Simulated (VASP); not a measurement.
Write the native input for VASP 6.6.1 that does the following.

| Quantity | Value |
| --- | --- |
| Task | single point |
| Functional | PBE |
| Potentials or basis | VASP PAW PBE potentials, release 64 (La, P, Ga_d) |
| Cutoff | 520 eV |
| k mesh | 8 × 8 × 8 |
| Occupations | fermi-dirac, width 0.02 eV |
| Spin | no spin polarisation |
| Dipole correction | no |
| Further INCAR settings | ALGO = Normal; EDIFF = 1e-06; NBANDS = 34 |

The structure of La2GaP3 lies in POSCAR:

```
La2GaP3
1.0
   -2.1222322098      2.1222322098      8.4083890365
    2.1222322098     -2.1222322098      8.4083890365
    2.1222322098      2.1222322098     -8.4083890365
La P Ga
2 3 1
Direct
    0.8375998049      0.8375998049      0.0000000000
    0.1624001951      0.1624001951      0.0000000000
    0.6543476612      0.6543476612      0.0000000000
    0.0000000000      0.0000000000      0.0000000000
    0.3456523388      0.3456523388      0.0000000000
    0.5000000000      0.5000000000      0.0000000000
```

The input as run:

INCAR

```
  PREC = Accurate
  ENCUT = 520
  EDIFF = 1E-6
  ISMEAR = -1
  SIGMA = 0.02
  LREAL = F
  LASPH = T
  NELM = 60
  ALGO = Normal
  ISIF = 2
  LWAVE = F
  LCHARG = F
  GGA = PE
  NBANDS = 34
```

KPOINTS

```
Automatic mesh
0
Gamma
  8 8 8
```

Potentials or basis: VASP PAW PBE potentials, release 64 (La, P, Ga_d).

The run is started by

```console
$ cat potpaw_PBE.64/La/POTCAR potpaw_PBE.64/P/POTCAR potpaw_PBE.64/Ga_d/POTCAR > POTCAR
$ mpirun -np 1 vasp_std > vasp.out
```

Results of the run:

| Quantity | Value |
| --- | --- |
| Pressure | 0.0 GPa |
| Largest force | 0.133 eV/Å |
| Band gap on the k mesh | zero (bands 25 and 26 overlap by 0.18 eV) |

Caveat: spin-orbit coupling is left out, which moves the levels of the heavy elements.

Wall time 13 min on 1 thread of Intel(R) Xeon(R) 6975P-C (Granite Rapids), on a shared host, peak memory 0.89 GiB.
